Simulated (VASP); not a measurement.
# Ru (R-3m) in VASP: notebook

Ru is run at these levels: PBE; tasks: single point.

Program: VASP 6.6.1. These are calculated values, not measurements. Logs are shortened: lines on timing, memory, paths and dates and some standing lists are left out, and cuts for length are marked.

### Step 1. The cell of the first run

The structure is trigonal, space group R-3m (No. 166). The conventional cell has a = 2.499 Å, b = 2.499 Å, c = 6.814 Å, α = 90.00°, β = 90.00°, γ = 120.00°. Within 3.3 Å of Ru (site symmetry -3m) lie 12 Ru at 2.50 to 2.69 Å.

### Step 2. Single point, PBE

The input, INCAR:

```
SYSTEM = Ru
PREC = Accurate
ENCUT = 520
EDIFF = 1E-6
ISMEAR = 0
SIGMA = 0.15
LREAL = .FALSE.
LASPH = .TRUE.
NELM = 80
ALGO = Normal
ISIF = 2
LWAVE = .FALSE.
LCHARG = .FALSE.
GGA = PE
NBANDS = 13
```

The input, KPOINTS:

```
regular mesh
0
G
  20 20 20
  0 0 0
```

The input, POSCAR:

```
Ru
1.0
    0.1333558828      1.9003213292      1.9003213292
    1.9003213292      0.1333558828      1.9003213292
    1.9003213292      1.9003213292      0.1333558828
Ru
1
Direct
    0.0000000000      0.0000000000      0.0000000000
```

Potentials or basis: VASP PAW PBE potentials, release 64 (Ru_pv).

Command:

```sh
$ cat potpaw_PBE.64/Ru_pv/POTCAR > POTCAR
$ mpirun -np 1 vasp_std > vasp.out
```

OUTCAR:

```text
SYSTEM = Ru
   PREC = Accurate
   ENCUT = 520
   EDIFF = 1E-6
   ISMEAR = 0
   LREAL = .FALSE.
   LASPH = .TRUE.
   NELM = 80
   ISIF = 2
   GGA = PE

 ion  position               nearest neighbor table
   1  0.000  0.000  0.000-

  LATTYP: Found a trigonal (rhomboedric) cell.
 ALAT       =     2.6907668238
 COS(alpha) =     0.5687749463

  Lattice vectors:

 A1 = (   0.1333558828,   1.9003213292,   1.9003213292)
 A2 = (   1.9003213292,   0.1333558828,   1.9003213292)
 A3 = (   1.9003213292,   1.9003213292,   0.1333558828)

Analysis of symmetry for initial positions (statically):
=====================================================================
 Subroutine PRICEL returns:
 Original cell was already a primitive cell.

 Routine SETGRP: Setting up the symmetry group for a
 trigonal (rhombohedral) supercell.

 Subroutine GETGRP returns: Found 12 space group operations
 (whereof 12 operations were pure point group operations)
 out of a pool of 12 trial point group operations.

The static configuration has the point symmetry D_3d.

Analysis of symmetry for dynamics (positions and initial velocities):
=====================================================================
 Subroutine PRICEL returns:
 Original cell was already a primitive cell.

 Routine SETGRP: Setting up the symmetry group for a
 trigonal (rhombohedral) supercell.

 Subroutine GETGRP returns: Found 12 space group operations
 (whereof 12 operations were pure point group operations)
 out of a pool of 12 trial point group operations.

The dynamic configuration has the point symmetry D_3d.

 Subroutine INISYM returns: Found 12 space group operations
 (whereof 12 operations are pure point group operations),
 and found     1 'primitive' translations

----------------------------------------------------------------------------------------

                                     Primitive cell

  volume of cell :      12.2826

  direct lattice vectors                    reciprocal lattice vectors
     0.133355883  1.900321329  1.900321329    -0.292563249  0.273378774  0.273378774
     1.900321329  0.133355883  1.900321329     0.273378774 -0.292563249  0.273378774
     1.900321329  1.900321329  0.133355883     0.273378774  0.273378774 -0.292563249

  length of vectors
     2.690766824  2.690766824  2.690766824     0.484835192  0.484835192  0.484835192

  position of ions in fractional coordinates (direct lattice)
     0.000000000  0.000000000  0.000000000

  ion indices of the primitive-cell ions
   primitive index   ion index
                 1           1

----------------------------------------------------------------------------------------

 KPOINTS: regular mesh

Automatic generation of k-mesh.
 Grid dimensions read from file:
 generate k-points for:   20   20   20

 Generating k-lattice:

  Cartesian coordinates                     Fractional coordinates (reciprocal lattice)
    -0.014628162  0.013668939  0.013668939     0.050000000 -0.000000000 -0.000000000
     0.013668939 -0.014628162  0.013668939    -0.000000000  0.050000000 -0.000000000
     0.013668939  0.013668939 -0.014628162    -0.000000000 -0.000000000  0.050000000

  Length of vectors
     0.024241760  0.024241760  0.024241760

  Shift w.r.t. Gamma in fractional coordinates (k-lattice)
     0.000000000  0.000000000  0.000000000

 Subroutine IBZKPT returns following result:
 ===========================================

 Found    781 irreducible k-points:

 Following reciprocal coordinates:
            Coordinates               Weight
  0.000000  0.000000  0.000000      1.000000
  0.050000 -0.000000 -0.000000      6.000000
  0.100000  0.000000 -0.000000      6.000000
  0.150000  0.000000 -0.000000      6.000000
  0.200000  0.000000 -0.000000      6.000000
  0.250000  0.000000  0.000000      6.000000
[... 16 lines left out ...]
 -0.400000  0.050000 -0.000000     12.000000
 -0.350000  0.050000  0.000000     12.000000
 [... further k-points ...]
   k-points           NKPTS =    781   k-points in BZ     NKDIM =    781   number of bands    NBANDS=     13
   number of dos      NEDOS =    301   number of ions     NIONS =      1
   total plane-waves  NPLWV =   8000
   dimension x,y,z NGX =    20 NGY =   20 NGZ =   20
   dimension x,y,z NGXF=    40 NGYF=   40 NGZF=   40
   ions per type =               1
   NGX,Y,Z   is equivalent  to a cutoff of  12.36, 12.36, 12.36 a.u.
   NGXF,Y,Z  is equivalent  to a cutoff of  24.71, 24.71, 24.71 a.u.
 SYSTEM =  Ru
   PREC   = accura    normal or accurate (medium, high low for compatibility)
   ISTART =      0    job   : 0-new  1-cont  2-samecut
   ICHARG =      2    charge: 1-file 2-atom 10-const
   ISPIN  =      1    spin polarized calculation?
   LNONCOLLINEAR =      F non collinear calculations
   LSORBIT =      F    spin-orbit coupling
   LASPH  =      T    aspherical Exc in radial PAW
   ENCUT  =  520.0 eV  38.22 Ry    6.18 a.u.   5.00  5.00  5.00*2*pi/ulx,y,z
   NELM   =     80;   NELMIN=  2; NELMDL= -5     # of ELM steps
   EDIFF  = 0.1E-05   stopping-criterion for ELM
   LREAL  =      F    real-space projection
   EDIFFG = 0.1E-04   stopping-criterion for IOM
   NSW    =      0    number of steps for IOM
   IBRION =     -1    ionic relax: 0-MD 1-quasi-New 2-CG
   NFREE  =      0    steps in history (QN), initial steepest desc. (CG)
   ISIF   =      2    stress and relaxation
   ISYM   =      2    0-nonsym 1-usesym 2-fastsym
   POTIM  = 0.5000    time-step for ionic-motion
   TEBEG  =    0.0;   TEEND  =   0.0 temperature during run
   PSTRESS=    0.0 pullay stress
   NELECT =      14.0000    total number of electrons
   NUPDOWN=      -1.0000    fix difference up-down
   EMIN   =  10.00;   EMAX   =-10.00  energy-range for DOS
   EFERMI =   0.00;   METHOD = LEGACY
   ISMEAR =     0;   SIGMA  =   0.15  broadening in eV -4-tet -1-fermi 0-gaus
   EFERMI_NEDOS =   21; number of points for ismear=-14 and -15
   IALGO  =     38    algorithm
   IMIX   =      4    mixing-type and parameters
     AMIX     =   0.40;   BMIX     =  1.00
     AMIX_MAG =   1.60;   BMIX_MAG =  1.00
  volume/ion in A,a.u.               =      12.28        82.89
  Fermi-wavevector in a.u.,A,eV,Ry     =   1.710097  3.231615 39.789309  2.924432
  Thomas-Fermi vector in A             =   2.788459
   LORBIT       =      0    0 simple, 1 ext, 2 COOP (PROOUT), +10 PAW based schemes
   GGA     = PE    functional components
   LHFCALC =     F    Hartree Fock is set to
   AEXX    =    0.0000 exact exchange contribution
   IVDW    =     0    specifies the selected vdW correction
   LEPSILON=     F    determine dielectric tensor
   LRPA    =     F    only Hartree local field effects (RPA)
 non-spin polarized calculation
 Gauss-broadening in eV      SIGMA  =   0.15
  energy-cutoff  :      520.00
  volume of cell :       12.28
 maximum number of plane-waves:       344
   NGX =  9   NGY =  9   NGZ =  9

 number of electron      14.0000005 magnetization

 Free energy of the ion-electron system (eV)
  ---------------------------------------------------
  ext. energy  EPLUGINS =         0.00000000
  ---------------------------------------------------
  free energy    TOTEN  =        -8.70474679 eV

  energy without entropy =       -8.69462762  energy(sigma->0) =       -8.69968721

 E-fermi :  14.7091     XC(G=0): -14.7350

 val. band max:       14.7005358042   @ k =  -0.4000   0.5000   0.1000
 cond. band min:      14.7099574239   @ k =  -0.0500   0.0500   0.0000
 fundamental gap:      0.0094216198
 Fermi energy:        14.7091091823

 k-point     1 :       0.0000    0.0000    0.0000
  band No.  band energies     occupation
      1     -27.9273      2.00000
      2     -27.6392      2.00000
      3     -27.6392      2.00000
      4       6.2078      2.00000
      5      10.5332      2.00000
      6      12.0427      2.00000
      7      12.0427      2.00000
      8      14.7738      0.54176
      9      14.7738      0.54176
     10      25.1571      0.00000
     11      29.4738      0.00000
     12      33.9996      0.00000
     13      37.2175      0.00000

 k-point     2 :       0.0500   -0.0000   -0.0000
  band No.  band energies     occupation
      1     -27.9312      2.00000
      2     -27.6831      2.00000
      3     -27.6472      2.00000
      4       6.3344      2.00000
      5      10.5940      2.00000
      6      11.9568      2.00000
      7      12.1289      2.00000
      8      14.6975      1.08686
      9      14.7232      0.89448
     10      25.1571      0.00000
     11      29.7131      0.00000
     12      34.1787      0.00000
     13      36.5716      0.00000

 k-point     3 :       0.1000    0.0000   -0.0000
  band No.  band energies     occupation
      1     -27.9472      2.00000
      2     -27.8047      2.00000
      3     -27.6703      2.00000
      4       6.6964      2.00000
      5      10.7652      2.00000
      6      11.7317      2.00000
      7      12.3762      2.00000
      8      14.5004      1.95088
      9      14.5880      1.74642
     10      25.1570      0.00000
     11      30.3706      0.00000
     12      34.3097      0.00000
     13      35.7603      0.00000
[... 305 lines left out ...]
 k-point    23 :      -0.4000    0.0500   -0.0000
  band No.  band energies     occupation
      1     -29.2654      2.00000
      2     -28.0123      2.00000
      3     -27.9660      2.00000
      4       7.9614      2.00000
      5      10.6850      2.00000
      6      12.4381      2.00000
      7      14.5439      1.88062
      8      15.8764      0.00000
      9      17.7198      0.00000
     10      25.1553      0.00000
     11      27.4541      0.00000
     12      30.2028      0.00000
     13      35.9563      0.00000

 k-point    24 :      -0.3500    0.0500    0.0000
  band No.  band energies     occupation
      1     -29.1146      2.00000
      2     -27.9988      2.00000
      3     -27.9359      2.00000
      4       8.1203      2.00000
      5      10.8567      2.00000
      6      12.6069      2.00000
      7      13.6090      2.00000
      8      15.2378      0.00000
      9      17.0351      0.00000
     10      25.1562      0.00000
     11      28.2086      0.00000
     12      31.4505      0.00000
     13      37.1707      0.00000

 [... further k-points ...]

------------------------ aborting loop because EDIFF is reached ----------------------------------------

  FORCE on cell =-STRESS in cart. coord.  units (eV):
  Direction    XX          YY          ZZ          XY          YZ          ZX
  --------------------------------------------------------------------------------------
  -------------------------------------------------------------------------------------
  Total        4.2066898      4.2066898      4.2066898     -1.9363848     -1.9363848     -1.9363848
  in kB      548.7326026    548.7326026    548.7326026   -252.5875535   -252.5875535   -252.5875535
  external PRESSURE =     548.7326026 kB  Pullay stress =       0.0000000 kB

 VOLUME and BASIS-vectors are now :
 -----------------------------------------------------------------------------
  energy-cutoff  :      520.00
  volume of cell :       12.28
      direct lattice vectors                 reciprocal lattice vectors
     0.133355883  1.900321329  1.900321329    -0.292563249  0.273378774  0.273378774
     1.900321329  0.133355883  1.900321329     0.273378774 -0.292563249  0.273378774
     1.900321329  1.900321329  0.133355883     0.273378774  0.273378774 -0.292563249

 POSITION                                       TOTAL-FORCE (eV/Angst)
 -----------------------------------------------------------------------------------
      0.00000      0.00000      0.00000         0.000000      0.000000     -0.000000
 -----------------------------------------------------------------------------------
    total drift:                                0.000000     -0.000000     -0.000000

  FREE ENERGIE OF THE ION-ELECTRON SYSTEM (eV)
  ---------------------------------------------------
  free  energy   TOTEN  =        -8.7047467937 eV

  energy  without entropy=       -8.6946276237  energy(sigma->0) =       -8.69968721
```

It took 99 s on 1 thread of Intel Xeon Platinum 8259CL at 2.50GHz (Skylake/Cascade Lake), shared host; peak memory 0.23 GiB.

What came out:

- Free energy: -8.7047 eV
- Pressure: 54.9 GPa
- Band gap on the k mesh: zero (band 7 reaches 17.23 eV, above the bottom of band 8 at 13.14 eV)

### Step 3. Single point, PBE

This run uses another cell than the first one, of 14.30 Å³/atom, 1.165 times its volume.

The input, INCAR:

```
SYSTEM = Ru
PREC = Accurate
ENCUT = 520
EDIFF = 1E-7
ISMEAR = 0
SIGMA = 0.15
LREAL = .FALSE.
LASPH = .TRUE.
NELM = 60
ALGO = Fast
ISIF = 2
LWAVE = .FALSE.
LCHARG = .TRUE.
GGA = PE
LELF = .TRUE.
LVHAR = .TRUE.
NBANDS = 13
```

The input, KPOINTS:

```
Automatic mesh
0
G
  20 20 20
  0 0 0
```

The input, POSCAR:

```
Ru
1.0
    0.1333558828      1.9955755312      1.9955755312
    1.9955755312      0.1333558828      1.9955755312
    1.9955755312      1.9955755312      0.1333558828
Ru
1
Direct
    0.0000000000      0.0000000000      0.0000000000
```

Potentials or basis: VASP PAW PBE potentials, release 64 (Ru_pv).

Command:

```sh
$ cat potpaw_PBE.64/Ru_pv/POTCAR > POTCAR
$ mpirun -np 1 vasp_std > vasp.out
```

Wall time 83 s (1 thread of Intel Xeon Platinum 8488C (Sapphire Rapids), shared host); peak memory 0.26 GiB.

The run converged. Its results:

```yaml
Free_energy: -8.9818 eV
Pressure: -5.5 GPa
Band_gap_on_the_k_mesh: zero (band 7 reaches 13.82 eV, above the bottom of band 8 at 10.62 eV)
```

Stress tensor (GPa, compression positive):
```
 -5.49 -13.96 -13.96
-13.96  -5.49 -13.96
-13.96 -13.96  -5.49
```

Levels at points of the mesh, in eV from the Fermi level:
```
           k point  band 4  band 5  band 6  band 7  band 8  band 9  band 10  band 11
(0.00, 0.00, 0.00)   -7.62   -3.30   -2.13   -2.13    0.02    0.02    10.61    14.85
(0.50, 0.00, 0.00)   -5.74   -3.31   -1.83    1.07    1.36    2.15    10.01    10.61
(0.50, 0.50, 0.00)   -5.99   -5.54    1.31    1.96    2.33    3.55    10.60    11.99
(0.50, 0.50, 0.50)   -5.79   -2.37   -2.37    0.00    1.40    1.40     7.92    10.61
```

### Step 4. Single point, PBE

This run uses another cell than the first one, of 14.30 Å³/atom, 1.164 times its volume.

The input, INCAR:

```
ALGO     = Fast           # electronic algorithm
EDIFF    = 1E-6           # SCF threshold, eV
ENCUT    = 520            # plane-wave cutoff, eV
GGA      = PE             # functional
ISIF     = 2              # what is computed and relaxed
ISMEAR   = 0              # smearing method
LASPH    = T              # aspherical terms in the spheres
LCHARG   = F              # write CHGCAR
LREAL    = F              # projectors in reciprocal space
LWAVE    = F              # write WAVECAR
NBANDS   = 13             # bands
NELM     = 60             # most SCF steps
PREC     = Accurate       # precision mode
SIGMA    = 0.15           # smearing width, eV
```

The input, KPOINTS:

```
k-points
0
Gamma
  20 20 20
```

The input, POSCAR:

```
Ru
1.0
   -0.1333558828      1.8622196484      1.8622196484
    1.8622196484     -0.1333558828      1.8622196484
    1.8622196484      1.8622196484     -0.1333558828
Ru
1
Direct
    0.0000000000      0.0000000000      0.0000000000
```

Potentials or basis: VASP PAW PBE potentials, release 64 (Ru_pv).

Command:

```sh
$ cat potpaw_PBE.64/Ru_pv/POTCAR > POTCAR
$ mpirun -np 1 vasp_std > vasp.out
```

OUTCAR:

```text
EDIFF = 1E-6
   ENCUT = 520
   GGA = PE
   ISIF = 2
   ISMEAR = 0
   LASPH = T
   LREAL = F
   NELM = 60
   PREC = Accurate

 ion  position               nearest neighbor table
   1  0.000  0.000  0.000-

  LATTYP: Found a trigonal (rhomboedric) cell.
 ALAT       =     2.6369504791
 COS(alpha) =     0.4272931305

  Lattice vectors:

 A1 = (  -0.1333558828,   1.8622196484,   1.8622196484)
 A2 = (   1.8622196484,  -0.1333558828,   1.8622196484)
 A3 = (   1.8622196484,   1.8622196484,  -0.1333558828)

Analysis of symmetry for initial positions (statically):
=====================================================================
 Subroutine PRICEL returns:
 Original cell was already a primitive cell.

 Routine SETGRP: Setting up the symmetry group for a
 trigonal (rhombohedral) supercell.

 Subroutine GETGRP returns: Found 12 space group operations
 (whereof 12 operations were pure point group operations)
 out of a pool of 12 trial point group operations.

The static configuration has the point symmetry D_3d.

[... 168 lines left out ...]
      1     -30.6089      2.00000
      2     -30.6089      2.00000
      3     -30.4683      2.00000
      4       4.2504      2.00000
      5       8.8342      2.00000
      6       8.8342      2.00000
      7      10.4531      2.00000
      8      11.8705      0.96374
      9      11.8705      0.96374
     10      22.4762      0.00000
     11      26.8643      0.00000
     12      31.4658      0.00000
     13      31.4658      0.00000
[... 354 lines left out ...]
  band No.  band energies     occupation
      1     -31.3138      2.00000
      2     -30.6744      2.00000
      3     -30.5956      2.00000
      4       6.3232      2.00000
      5       8.8002      2.00000
      6      10.3614      2.00000
      7      10.5936      2.00000
      8      12.6232      0.00000
      9      13.1270      0.00000
     10      22.4737      0.00000
     11      23.1725      0.00000
     12      27.7750      0.00000
     13      32.6122      0.00000

 [... further k-points ...]

------------------------ aborting loop because EDIFF is reached ----------------------------------------

  FORCE on cell =-STRESS in cart. coord.  units (eV):
  Direction    XX          YY          ZZ          XY          YZ          ZX
  --------------------------------------------------------------------------------------
  -------------------------------------------------------------------------------------
  Total       -0.5042741     -0.5042741     -0.5042741      1.3150468      1.3150468      1.3150468
  in kB      -56.4957066    -56.4957066    -56.4957066    147.3295781    147.3295781    147.3295781
  external PRESSURE =     -56.4957066 kB  Pullay stress =       0.0000000 kB

 VOLUME and BASIS-vectors are now :
 -----------------------------------------------------------------------------
  energy-cutoff  :      520.00
  volume of cell :       14.30
      direct lattice vectors                 reciprocal lattice vectors
    -0.133355883  1.862219648  1.862219648    -0.241249882  0.259858688  0.259858688
     1.862219648 -0.133355883  1.862219648     0.259858688 -0.241249882  0.259858688
     1.862219648  1.862219648 -0.133355883     0.259858688  0.259858688 -0.241249882

 POSITION                                       TOTAL-FORCE (eV/Angst)
 -----------------------------------------------------------------------------------
      0.00000      0.00000      0.00000         0.000000      0.000000     -0.000000
 -----------------------------------------------------------------------------------
    total drift:                                0.000000     -0.000000      0.000000

  FREE ENERGIE OF THE ION-ELECTRON SYSTEM (eV)
  ---------------------------------------------------
  free  energy   TOTEN  =        -8.9695688510 eV

  energy  without entropy=       -8.9546977543  energy(sigma->0) =       -8.96213330
```

It took 60 s on 1 thread of Intel Xeon Platinum 8488C (Sapphire Rapids), shared host; peak memory 0.24 GiB.

What came out:

```
Free energy            : -8.9696 eV
Pressure               : -5.6 GPa
Band gap on the k mesh : zero (band 7 reaches 13.82 eV, above the bottom of band 8 at 10.39 eV)
```

Stress tensor (GPa, compression positive):
```
-5.65 14.73 14.73
14.73 -5.65 14.73
14.73 14.73 -5.65
```

Levels at points of the mesh, in eV from the Fermi level:
| k point | band 5 | band 6 | band 7 | band 8 | band 9 | band 10 |
| --- | --- | --- | --- | --- | --- | --- |
| (0.00, 0.00, 0.00) | -3.03 | -3.03 | -1.41 | 0.00 | 0.00 | 10.61 |
| (0.50, 0.00, 0.00) | -3.23 | -1.58 | 0.64 | 1.00 | 1.79 | 9.02 |
| (0.50, 0.50, 0.00) | -5.52 | 1.29 | 1.92 | 2.36 | 3.55 | 10.61 |
| (0.50, 0.50, 0.50) | -2.83 | -2.83 | 1.95 | 1.95 | 2.17 | 10.60 |

### Step 5. The runs side by side

```csv
cell,gap on the mesh (eV),pressure (GPa)
"a = 2.691 Å, angles 55.3°, 1 atom",none,54.9
"a = 2.825 Å, angles 55.6°, 1 atom",none,-5.5
"a = 2.637 Å, angles 64.7°, 1 atom",none,-5.6
```

Alike in all rows: task single point; level PBE; potentials or basis VASP PAW PBE potentials, release 64 (Ru_pv); no spin polarisation; k mesh 20 × 20 × 20; cutoff (eV) 520; smearing gaussian 0.15 eV.

Total energies depend on the potentials used, so only differences within one code and one set of settings carry meaning.
